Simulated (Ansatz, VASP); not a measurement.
## Two plane-wave programs on CuI

INCAR

```
SYSTEM = CuI
ALGO = Normal
EDIFF = 1E-7
ENCUT = 520
GGA = PE
ISIF = 2
ISMEAR = 0
LASPH = .True.
LCHARG = .True.
LELF = .True.
LREAL = .False.
LVHAR = .True.
LWAVE = .False.
NBANDS = 16
NELM = 100
PREC = Accurate
SIGMA = 0.05
```

The input KPOINTS:

```
k-points
0
Gamma
  8 8 8
  0 0 0
```

POSCAR

```
CuI
1.0
    0.0000000000      3.0265561613      3.2797531007
    3.2797531007      0.0000000000      3.2797531007
    3.2797531007      3.0265561613      0.0000000000
Cu I
1 1
Direct
    0.7500000000      0.7500000000      0.7500000000
    0.0000000000      0.0000000000      0.0000000000
```

Input for Ansatz:

```yaml
crystal:
  lattice:
    - [0.0, 3.0265561613, 3.2797531007]
    - [3.2797531007, 0.0, 3.2797531007]
    - [3.2797531007, 3.0265561613, 0.0]
  atoms:
    - { symbol: Cu, position: [0.75, 0.75, 0.75] }
    - { symbol: I, position: [0.0, 0.0, 0.0] }
basis:
  ecutwfc: 520.0
kpoints:
  mp_grid: { grid: [8, 8, 8] }
hamiltonian:
  xc: pbe
scf:
  occupations: { method: gaussian, width: 0.05 }
output:
  forces: true
  stress: true
  eigenvalues: true
```

Alike in both runs: task single point; functional PBE; k mesh 8 × 8 × 8; occupations gaussian, width 0.05 eV; no spin polarisation.

|  | VASP | Ansatz |
| --- | --- | --- |
| version | VASP 6.6.1 | Ansatz 0.2.0 |
| potentials or method | VASP PAW PBE potentials, release 64 (Cu, I), cutoff 520 eV | scalar-relativistic, plane waves, PAW |
| valence electrons in the cell | 18 | 36 |

Ansatz gave:

| Item | Value |
| --- | --- |
| gap on the k mesh at the Fermi level (eV) | 0.72 |
| least direct gap on the mesh (eV) | 0.72 |
| pressure (GPa) | -3.9 |
| traceless stress, the component that is largest in VASP (GPa) | 0.89 |

Which values does VASP return?

gap on the k mesh at the Fermi level (eV): 0.74; least direct gap on the mesh (eV): 0.74; pressure (GPa): -3.9; traceless stress, the component that is largest in VASP (GPa): 0.88.

VASP's potentials hold 18 valence electrons a cell and Ansatz's 36, so a difference there can come from the potentials and not from the codes.

Spin-orbit coupling is off throughout.
